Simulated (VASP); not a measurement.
The system is LiCl.

```
CELL_PARAMETERS angstrom
0.05606 2.61210 2.61210
2.61210 0.05606 2.61210
2.61210 2.61210 0.05606
ATOMIC_POSITIONS crystal
Li 0.00000 0.00000 0.00000
Cl 0.50000 0.50000 0.50000
```

This cell differs from its parent crystal: strain along [111] +3.3%.

Program: VASP 6.6.1. Alike in all runs: task single point; potentials or basis VASP PAW PBE potentials, release 64 (Li_sv, Cl); no spin polarisation; cell as given; cutoff (eV) 520.

Problem. Order these runs on this cell by their band gap on the k mesh, lowest first.
A. level HSE06; k mesh 6 × 6 × 6; smearing gaussian 0.01 eV; grid for exact exchange (PRECFOCK) Normal; screening parameter 0.2079 1/Å
B. level PBE; k mesh 8 × 8 × 8; smearing fermi-dirac 0.02 eV
C. level r2SCAN; k mesh 8 × 8 × 8; smearing gaussian 0.01 eV

Solution. B (6.14 eV), C (7.08 eV), A (7.52 eV).

A k mesh can miss the band edges.
